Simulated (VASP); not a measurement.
# CaB3F4 (Im-3m) in VASP: a series of runs

The runs below take CaB3F4 through single point, relaxation of cell and atoms, with PBE.

Everything below comes from runs of VASP 6.6.1. Logs are shortened: lines on timing, memory, paths and dates and some standing lists are left out, and cuts for length are marked.

### 1 The cell of the first run

The structure is cubic, space group Im-3m (No. 229). The conventional cell has a = 5.352 Å, b = 5.352 Å, c = 5.352 Å, α = 90.00°, β = 90.00°, γ = 90.00°. Ca (site symmetry m-3m) has 8 F at 2.32 Å and 6 B at 2.68 Å within 3.1 Å. Within 3.1 Å of B (site symmetry 4/mmm) lie 8 F at 2.32 Å and 2 Ca at 2.68 Å and 4 B at 2.68 Å. F (site symmetry -3m) has 2 Ca at 2.32 Å and 6 B at 2.32 Å and 6 F at 2.68 Å within 3.1 Å.

### 2 Single point, PBE

Input file INCAR:

```
PREC     = Accurate       # precision mode
ENCUT    = 520            # plane-wave cutoff, eV
EDIFF    = 1E-6           # SCF threshold, eV
ISMEAR   = 0              # smearing method
SIGMA    = 0.1            # smearing width, eV
LREAL    = F              # projectors in reciprocal space
LASPH    = T              # aspherical terms in the spheres
NELM     = 60             # most SCF steps
ALGO     = Normal         # electronic algorithm
ISIF     = 2              # what is computed and relaxed
LWAVE    = F              # write WAVECAR
LCHARG   = F              # write CHGCAR
GGA      = PE             # functional
NBANDS   = 34             # bands
```

Input file KPOINTS:

```
regular mesh
0
Gamma
  4 4 4
```

Input file POSCAR:

```
CaB3F4
1.0
   -2.6758657300      2.6758657300      2.6758657300
    2.6758657300     -2.6758657300      2.6758657300
    2.6758657300      2.6758657300     -2.6758657300
Ca B F
1 3 4
Direct
    0.0000000000      0.0000000000      0.0000000000
    0.5000000000      0.5000000000      0.0000000000
    0.5000000000      0.0000000000      0.5000000000
    0.0000000000      0.5000000000      0.5000000000
    0.5000000000      0.5000000000      0.5000000000
    0.0000000000      0.0000000000      0.5000000000
    0.0000000000      0.5000000000      0.0000000000
    0.5000000000      0.0000000000      0.0000000000
```

Potentials or basis: VASP PAW PBE potentials, release 64 (Ca_sv, B, F).

Started as:

```sh
> cat potpaw_PBE.64/Ca_sv/POTCAR potpaw_PBE.64/B/POTCAR potpaw_PBE.64/F/POTCAR > POTCAR
> mpirun -np 1 vasp_std > vasp.out
```

OUTCAR:

```text
PREC = Accurate
   ENCUT = 520
   EDIFF = 1E-6
   ISMEAR = 0
   LREAL = F
   LASPH = T
   NELM = 60
   ISIF = 2
   GGA = PE

 ion  position               nearest neighbor table
   1  0.000  0.000  0.000-   5 2.32   6 2.32   7 2.32   8 2.32   6 2.32   7 2.32   8 2.32   5 2.32

   2  0.500  0.500  0.000-
   3  0.500  0.000  0.500-
   4  0.000  0.500  0.500-
   5  0.500  0.500  0.500-   1 2.32   1 2.32
   6  0.000  0.000  0.500-   1 2.32   1 2.32
   7  0.000  0.500  0.000-   1 2.32   1 2.32
   8  0.500  0.000  0.000-   1 2.32   1 2.32

  LATTYP: Found a body centered cubic cell.
 ALAT       =     5.3517314600

  Lattice vectors:

 A1 = (  -2.6758657300,   2.6758657300,   2.6758657300)
 A2 = (   2.6758657300,  -2.6758657300,   2.6758657300)
 A3 = (   2.6758657300,   2.6758657300,  -2.6758657300)

Analysis of symmetry for initial positions (statically):
=====================================================================
 Subroutine PRICEL returns:
 Original cell was already a primitive cell.

 Routine SETGRP: Setting up the symmetry group for a
 body centered cubic supercell.

 Subroutine GETGRP returns: Found 48 space group operations
 (whereof 48 operations were pure point group operations)
 out of a pool of 48 trial point group operations.

The static configuration has the point symmetry O_h .

Analysis of symmetry for dynamics (positions and initial velocities):
=====================================================================
 Subroutine PRICEL returns:
 Original cell was already a primitive cell.

 Routine SETGRP: Setting up the symmetry group for a
 body centered cubic supercell.

 Subroutine GETGRP returns: Found 48 space group operations
 (whereof 48 operations were pure point group operations)
 out of a pool of 48 trial point group operations.

The dynamic configuration has the point symmetry O_h .

 Subroutine INISYM returns: Found 48 space group operations
 (whereof 48 operations are pure point group operations),
 and found     1 'primitive' translations

----------------------------------------------------------------------------------------

                                     Primitive cell

  volume of cell :      76.6395

  direct lattice vectors                    reciprocal lattice vectors
    -2.675865730  2.675865730  2.675865730     0.000000000  0.186855414  0.186855414
     2.675865730 -2.675865730  2.675865730     0.186855414  0.000000000  0.186855414
     2.675865730  2.675865730 -2.675865730     0.186855414  0.186855414  0.000000000

  length of vectors
     4.634735399  4.634735399  4.634735399     0.264253461  0.264253461  0.264253461

  position of ions in fractional coordinates (direct lattice)
     0.000000000  0.000000000  0.000000000
     0.500000000  0.500000000  0.000000000
     0.500000000  0.000000000  0.500000000
     0.000000000  0.500000000  0.500000000
     0.500000000  0.500000000  0.500000000
     0.000000000  0.000000000  0.500000000
     0.000000000  0.500000000  0.000000000
     0.500000000  0.000000000  0.000000000

  ion indices of the primitive-cell ions
   primitive index   ion index
                 1           1
                 2           2
                 3           3
                 4           4
                 5           5
                 6           6
                 7           7
                 8           8

----------------------------------------------------------------------------------------

 KPOINTS: regular mesh

Automatic generation of k-mesh.
 Grid dimensions read from file:
 generate k-points for:    4    4    4

 Generating k-lattice:

  Cartesian coordinates                     Fractional coordinates (reciprocal lattice)
     0.000000000  0.046713854  0.046713854     0.250000000  0.000000000  0.000000000
     0.046713854  0.000000000  0.046713854     0.000000000  0.250000000  0.000000000
     0.046713854  0.046713854  0.000000000     0.000000000  0.000000000  0.250000000

  Length of vectors
     0.066063365  0.066063365  0.066063365

  Shift w.r.t. Gamma in fractional coordinates (k-lattice)
     0.000000000  0.000000000  0.000000000

 Subroutine IBZKPT returns following result:
 ===========================================

 Found      8 irreducible k-points:

 Following reciprocal coordinates:
            Coordinates               Weight
  0.000000  0.000000  0.000000      1.000000
  0.250000  0.000000  0.000000     12.000000
  0.500000  0.000000  0.000000      6.000000
  0.250000  0.250000  0.000000     24.000000
  0.250000  0.250000  0.250000      2.000000
 -0.250000  0.250000  0.250000      6.000000
  0.500000  0.500000  0.250000     12.000000
  0.500000  0.500000  0.500000      1.000000
   k-points           NKPTS =      8   k-points in BZ     NKDIM =      8   number of bands    NBANDS=     34
   number of dos      NEDOS =    301   number of ions     NIONS =      8
   total plane-waves  NPLWV =  46656
   dimension x,y,z NGX =    36 NGY =   36 NGZ =   36
   dimension x,y,z NGXF=    72 NGYF=   72 NGZF=   72
   ions per type =               1   3   4
   NGX,Y,Z   is equivalent  to a cutoff of  12.91, 12.91, 12.91 a.u.
   NGXF,Y,Z  is equivalent  to a cutoff of  25.83, 25.83, 25.83 a.u.
 SYSTEM =  unknown system
   PREC   = accura    normal or accurate (medium, high low for compatibility)
   ISTART =      0    job   : 0-new  1-cont  2-samecut
   ICHARG =      2    charge: 1-file 2-atom 10-const
   ISPIN  =      1    spin polarized calculation?
   LNONCOLLINEAR =      F non collinear calculations
   LSORBIT =      F    spin-orbit coupling
   LASPH  =      T    aspherical Exc in radial PAW
   ENCUT  =  520.0 eV  38.22 Ry    6.18 a.u.   8.62  8.62  8.62*2*pi/ulx,y,z
   NELM   =     60;   NELMIN=  2; NELMDL= -5     # of ELM steps
   EDIFF  = 0.1E-05   stopping-criterion for ELM
   LREAL  =      F    real-space projection
   EDIFFG = 0.1E-04   stopping-criterion for IOM
   NSW    =      0    number of steps for IOM
   IBRION =     -1    ionic relax: 0-MD 1-quasi-New 2-CG
   NFREE  =      0    steps in history (QN), initial steepest desc. (CG)
   ISIF   =      2    stress and relaxation
   ISYM   =      2    0-nonsym 1-usesym 2-fastsym
   POTIM  = 0.5000    time-step for ionic-motion
   TEBEG  =    0.0;   TEEND  =   0.0 temperature during run
   PSTRESS=    0.0 pullay stress
   NELECT =      47.0000    total number of electrons
   NUPDOWN=      -1.0000    fix difference up-down
   EMIN   =  10.00;   EMAX   =-10.00  energy-range for DOS
   EFERMI =   0.00;   METHOD = LEGACY
   ISMEAR =     0;   SIGMA  =   0.10  broadening in eV -4-tet -1-fermi 0-gaus
   EFERMI_NEDOS =   21; number of points for ismear=-14 and -15
   IALGO  =     38    algorithm
   IMIX   =      4    mixing-type and parameters
     AMIX     =   0.40;   BMIX     =  1.00
     AMIX_MAG =   1.60;   BMIX_MAG =  1.00
  volume/ion in A,a.u.               =       9.58        64.65
  Fermi-wavevector in a.u.,A,eV,Ry     =   1.390880  2.628383 26.321129  1.934548
  Thomas-Fermi vector in A             =   2.514773
   LORBIT       =      0    0 simple, 1 ext, 2 COOP (PROOUT), +10 PAW based schemes
   GGA     = PE    functional components
   LHFCALC =     F    Hartree Fock is set to
   AEXX    =    0.0000 exact exchange contribution
   IVDW    =     0    specifies the selected vdW correction
   LEPSILON=     F    determine dielectric tensor
   LRPA    =     F    only Hartree local field effects (RPA)
 non-spin polarized calculation
 Gauss-broadening in eV      SIGMA  =   0.10
  energy-cutoff  :      520.00
  volume of cell :       76.64
 maximum number of plane-waves:      2112
 NGX is ok and might be reduce to    36
   NGX = 17   NGY = 17   NGZ = 17

 number of electron      46.9999969 magnetization

 Free energy of the ion-electron system (eV)
  ---------------------------------------------------
  ext. energy  EPLUGINS =         0.00000000
  ---------------------------------------------------
  free energy    TOTEN  =       -29.11680022 eV

  energy without entropy =      -29.09499053  energy(sigma->0) =      -29.10589538

 E-fermi :   5.5132     XC(G=0): -11.2750

 val. band max:        5.4351172644   @ k =   0.5000   0.5000   0.2500
 cond. band min:       5.5256362193   @ k =   0.5000   0.5000   0.2500
 fundamental gap:      0.0905189550
 Fermi energy:         5.5131562675

 k-point     1 :       0.0000    0.0000    0.0000
  band No.  band energies     occupation
      1     -35.2489      2.00000
      2     -20.1292      2.00000
      3     -19.3555      2.00000
      4     -19.3555      2.00000
      5     -19.3555      2.00000
      6     -16.4678      2.00000
[... 26 lines left out ...]
     33      10.2909      0.00000
     34      10.2909      0.00000

 k-point     2 :       0.2500    0.0000    0.0000
  band No.  band energies     occupation
      1     -35.2454      2.00000
      2     -20.1172      2.00000
      3     -19.5522      2.00000
      4     -19.4649      2.00000
      5     -19.3716      2.00000
      6     -16.4650      2.00000
[... 26 lines left out ...]
     33      10.5432      0.00000
     34      10.7319      0.00000

 k-point     3 :       0.5000    0.0000    0.0000
  band No.  band energies     occupation
      1     -35.2419      2.00000
      2     -20.1016      2.00000
      3     -19.7259      2.00000
      4     -19.5641      2.00000
      5     -19.3877      2.00000
      6     -16.4622      2.00000
[... 26 lines left out ...]
     33      10.7447      0.00000
     34      11.1666      0.00000
[... 112 lines left out ...]
 k-point     7 :       0.5000    0.5000    0.2500
  band No.  band energies     occupation
      1     -35.2386      2.00000
      2     -20.0788      2.00000
      3     -19.9020      2.00000
      4     -19.8848      2.00000
      5     -19.1233      2.00000
      6     -16.1535      2.00000
[... 26 lines left out ...]
     33      11.1709      0.00000
     34      11.4761      0.00000

 k-point     8 :       0.5000    0.5000    0.5000
  band No.  band energies     occupation
      1     -35.2352      2.00000
      2     -20.0555      2.00000
      3     -20.0555      2.00000
      4     -20.0555      2.00000
      5     -19.0108      2.00000
      6     -15.8606      2.00000
[... 26 lines left out ...]
     33      10.6733      0.00000
     34      10.6733      0.00000

------------------------ aborting loop because EDIFF is reached ----------------------------------------

  FORCE on cell =-STRESS in cart. coord.  units (eV):
  Direction    XX          YY          ZZ          XY          YZ          ZX
  --------------------------------------------------------------------------------------
  -------------------------------------------------------------------------------------
  Total       11.7897838     11.7897838     11.7897838      0.0000000      0.0000000      0.0000000
  in kB      246.4696671    246.4696671    246.4696671      0.0000000      0.0000000      0.0000000
  external PRESSURE =     246.4696671 kB  Pullay stress =       0.0000000 kB

 VOLUME and BASIS-vectors are now :
 -----------------------------------------------------------------------------
  energy-cutoff  :      520.00
  volume of cell :       76.64
      direct lattice vectors                 reciprocal lattice vectors
    -2.675865730  2.675865730  2.675865730     0.000000000  0.186855414  0.186855414
     2.675865730 -2.675865730  2.675865730     0.186855414  0.000000000  0.186855414
     2.675865730  2.675865730 -2.675865730     0.186855414  0.186855414  0.000000000

 POSITION                                       TOTAL-FORCE (eV/Angst)
 -----------------------------------------------------------------------------------
      0.00000      0.00000      0.00000        -0.000000      0.000000     -0.000000
      0.00000      0.00000      2.67587         0.000000      0.000000     -0.000000
      0.00000      2.67587      0.00000        -0.000000      0.000000     -0.000000
      2.67587      0.00000      0.00000        -0.000000      0.000000     -0.000000
      1.33793      1.33793      1.33793         0.000000     -0.000000     -0.000000
      1.33793      1.33793     -1.33793         0.000000      0.000000     -0.000000
      1.33793     -1.33793      1.33793         0.000000      0.000000      0.000000
     -1.33793      1.33793      1.33793        -0.000000     -0.000000      0.000000
 -----------------------------------------------------------------------------------
    total drift:                               -0.000000     -0.000000      0.000000

  FREE ENERGIE OF THE ION-ELECTRON SYSTEM (eV)
  ---------------------------------------------------
  free  energy   TOTEN  =       -29.1168002189 eV

  energy  without entropy=      -29.0949905336  energy(sigma->0) =      -29.10589538
```

Run time: 18 s. Hardware: 1 thread of AMD EPYC 7R13 (Zen 3), shared host; peak memory 0.17 GiB.

Results:

* Free energy: -29.1168 eV
* Pressure: 24.6 GPa

Caveat: the k points lie up to 0.42 Å⁻¹ apart; an odd number of electrons without spin polarisation forces a metal; a magnetic or distorted state may lie lower.

### 3 Single point, PBE

This run uses another cell than the first one, of 12.09 Å³/atom, 1.262 times its volume.

Input file INCAR:

```
  ALGO = Normal
  EDIFF = 1E-7
  ENCUT = 520
  GGA = PE
  ISIF = 2
  ISMEAR = 0
  LASPH = True
  LCHARG = False
  LREAL = False
  LWAVE = False
  NBANDS = 34
  NELM = 80
  PREC = Accurate
  SIGMA = 0.1
```

Input file KPOINTS:

```
k-points
0
Gamma
  4 4 4
```

POSCAR, as its differences from that of step 2:

```diff
@@ -2,5 +2,5 @@
 1.0
-   -2.6758657300      2.6758657300      2.6758657300
-    2.6758657300     -2.6758657300      2.6758657300
-    2.6758657300      2.6758657300     -2.6758657300
+   -2.8918202353      2.8918202353      2.8918202353
+    2.8918202353     -2.8918202353      2.8918202353
+    2.8918202353      2.8918202353     -2.8918202353
 Ca B F
```

Potentials or basis: VASP PAW PBE potentials, release 64 (Ca_sv, B, F).

Started as:

```sh
> cat potpaw_PBE.64/Ca_sv/POTCAR potpaw_PBE.64/B/POTCAR potpaw_PBE.64/F/POTCAR > POTCAR
> mpirun -np 1 vasp_std > vasp.out
```

Wall time 27 s (1 thread of AMD EPYC 7R13 (Zen 3), shared host); peak memory 0.21 GiB.

It converged, with:

| Item | Value |
| --- | --- |
| Free energy | -30.4244 eV |
| Pressure | -0.1 GPa |

Levels at points of the mesh, in eV from the Fermi level:
| k point | band 20 | band 21 | band 22 | band 23 | band 24 | band 25 | band 26 | band 27 |
| --- | --- | --- | --- | --- | --- | --- | --- | --- |
| (0.00, 0.00, 0.00) | -4.69 | -4.68 | -4.30 | -4.30 | 1.38 | 1.38 | 1.38 | 2.02 |
| (0.50, 0.00, 0.00) | -4.63 | -2.98 | -2.98 | -2.92 | 0.08 | 0.34 | 0.44 | 1.27 |
| (0.50, 0.50, 0.50) | -4.49 | -2.19 | -1.96 | -1.96 | -1.09 | -1.09 | -1.09 | 0.57 |

Caveat: the k points lie up to 0.38 Å⁻¹ apart; an odd number of electrons without spin polarisation forces a metal; a magnetic or distorted state may lie lower.

### 4 Relaxation of cell and atoms, PBE

Input file INCAR:

```
  PREC = Accurate
  ENCUT = 600
  EDIFF = 1E-6
  ISMEAR = 0
  SIGMA = 0.1
  LREAL = F
  LASPH = T
  NELM = 100
  ALGO = Normal
  ISIF = 3
  LWAVE = F
  LCHARG = F
  GGA = PE
  IBRION = 2
  NSW = 90
  EDIFFG = -0.04
```

Input file KPOINTS:

```
Automatic mesh
0
Gamma
  4 4 4
```

POSCAR, as its differences from that of step 3:

```diff
@@ -2,5 +2,5 @@
 1.0
-   -2.8918202353      2.8918202353      2.8918202353
-    2.8918202353     -2.8918202353      2.8918202353
-    2.8918202353      2.8918202353     -2.8918202353
+   -2.6758657300      2.6758657300      2.6758657300
+    2.6758657300     -2.6758657300      2.6758657300
+    2.6758657300      2.6758657300     -2.6758657300
 Ca B F
```

Started as:

```sh
> cat potpaw_PBE.64/Ca_sv/POTCAR potpaw_PBE.64/B/POTCAR potpaw_PBE.64/F/POTCAR > POTCAR
> mpirun -np 1 vasp_std > vasp.out
```

It took 65 s on 1 thread of AMD EPYC 7R13 (Zen 3), shared host; peak memory 0.22 GiB.

The run converged. Its results:

| Quantity | Value |
| --- | --- |
| Free energy | -30.3913 eV |
| Relaxed volume | 12.12 Å³/atom |
| Relaxed cell | a = 5.013 Å, b = 5.013 Å, c = 5.013 Å, α = 109.47°, β = 109.47°, γ = 109.47° |
| Space group after relaxing (to 0.05 Å) | Im-3m (No. 229) |
| Energy gained by relaxing | 158.5 meV/atom |
| Ionic steps | 3 |
| Pressure after relaxing | -0.3 GPa |

The path:
| step | energy change (eV) | largest force (eV/Å) | pressure (GPa) | volume (Å³) |
| --- | --- | --- | --- | --- |
| 1 | 0.0000 | 0.0000 | 24.58 | 76.64 |
| 2 | -1.2549 | 0.0000 | 1.82 | 94.13 |
| 3 | -1.2678 | 0.0000 | -0.33 | 96.97 |

Final structure:
```
Ca B F
1.0
    -2.89418    2.89418    2.89418
     2.89418   -2.89418    2.89418
     2.89418    2.89418   -2.89418
Ca B F
1 3 4
Direct
  0.00000 0.00000 0.00000
  0.50000 0.50000 0.00000
  0.50000 0.00000 0.50000
  0.00000 0.50000 0.50000
  0.50000 0.50000 0.50000
  0.00000 0.00000 0.50000
  0.00000 0.50000 0.00000
  0.50000 0.00000 0.00000
```

Levels at points of the mesh, in eV from the Fermi level:
| k point | band 21 | band 22 | band 23 | band 24 | band 25 | band 26 |
| --- | --- | --- | --- | --- | --- | --- |
| (0.00, 0.00, 0.00) | -4.67 | -4.30 | -4.30 | 1.37 | 1.37 | 1.37 |
| (0.50, 0.00, 0.00) | -2.99 | -2.99 | -2.92 | 0.08 | 0.35 | 0.44 |
| (0.50, 0.50, 0.50) | -2.20 | -1.97 | -1.97 | -1.09 | -1.09 | -1.09 |

Caveat: the k points lie up to 0.38 Å⁻¹ apart in the final cell; the volume moved by over 15 % at a fixed basis, so the end points are rough; an odd number of electrons without spin polarisation forces a metal; a magnetic or distorted state may lie lower.

(Part 1 of 2 ends here.)
